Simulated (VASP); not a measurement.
Input of a VASP 6.6.1 run:

Contents of INCAR:

```
  PREC = Accurate
  ENCUT = 520
  EDIFF = 1E-6
  ISMEAR = 0
  SIGMA = 0.1
  LREAL = False
  LASPH = True
  NELM = 80
  ALGO = Normal
  ISIF = 2
  LWAVE = False
  LCHARG = False
  GGA = PE
  NBANDS = 46
```

Contents of KPOINTS:

```
regular mesh
0
Gamma
  8 8 3
```

POSCAR

```
InSb
1.0
    4.6915474132      0.0000000000      0.0000000000
    0.0000000000      4.6915474132      0.0000000000
    0.0000000000      0.0000000000     13.2696999605
In Sb
4 4
Direct
    0.0000000000      0.0000000000      0.0000000000
    0.5000000000      0.5000000000      0.2500000000
    0.0000000000      0.5000000000      0.6250000000
    0.5000000000      0.0000000000      0.8750000000
    0.0000000000      0.5000000000      0.1250000000
    0.5000000000      0.0000000000      0.3750000000
    0.0000000000      0.0000000000      0.5000000000
    0.5000000000      0.5000000000      0.7500000000
```

Potentials or basis: VASP PAW PBE potentials, release 64 (In_d, Sb).

Command:

```bash
$ cat potpaw_PBE.64/In_d/POTCAR potpaw_PBE.64/Sb/POTCAR > POTCAR
$ mpirun -np 1 vasp_std > vasp.out
```

**Question.** Predict the largest force.

**Answer.** 0.226 eV/Å.

**Question.** What does it give for the pressure?

**Answer.** 1.0 GPa.

Forces in eV/Å, atoms in the order of the input:
```
In   0.000  0.000  0.010
In   0.000  0.000 -0.226
In   0.000  0.000  0.226
In   0.000  0.000 -0.010
Sb   0.000  0.000  0.213
Sb   0.000  0.000  0.068
Sb   0.000  0.000 -0.068
Sb   0.000  0.000 -0.213
```
